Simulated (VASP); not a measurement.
InSe:

```
In Se
1.0
     2.00000    1.15470    8.44000
    -2.00000    1.15470    8.44000
     0.00000   -2.30940    8.44000
In Se
2 2
Direct
  0.88860 0.88860 0.88860
  0.00000 0.00000 0.00000
  0.17190 0.17190 0.17190
  0.38350 0.38350 0.38350
```

Base run:

* Program: VASP 6.6.1
* Functional: pbesol exchange, pbe correlation
* Potentials or basis: VASP PAW PBE potentials, release 64 (In_d, Se)
* Cutoff: 500 eV
* k mesh: 8 × 8 × 8
* Occupations: tetrahedron
* Spin: no spin polarisation

Its results: band gap on the k mesh 0.36 eV; pressure -0.2 GPa; largest force 0.315 eV/Å.

**Question.** After a change of settings the same cell gave: band gap on the k mesh 0.33 eV; pressure 0.2 GPa; largest force 0.320 eV/Å. Which change was it?
A. functional from pbesol exchange, pbe correlation to PBEsol; cutoff from 500 eV to 520 eV; occupations from tetrahedron to gaussian, width 0.02 eV
B. functional from pbesol exchange, pbe correlation to revpbe exchange, lda correlation; occupations from tetrahedron to gaussian, width 0.01 eV
C. functional from pbesol exchange, pbe correlation to RPBE; cutoff from 500 eV to 520 eV; occupations from tetrahedron to gaussian, width 0.05 eV

**Answer.** A.

Caveats: the PAW data sets were made with another functional, which shifts forces and pressure a little; spin-orbit coupling is left out, which moves the levels of the heavy elements.
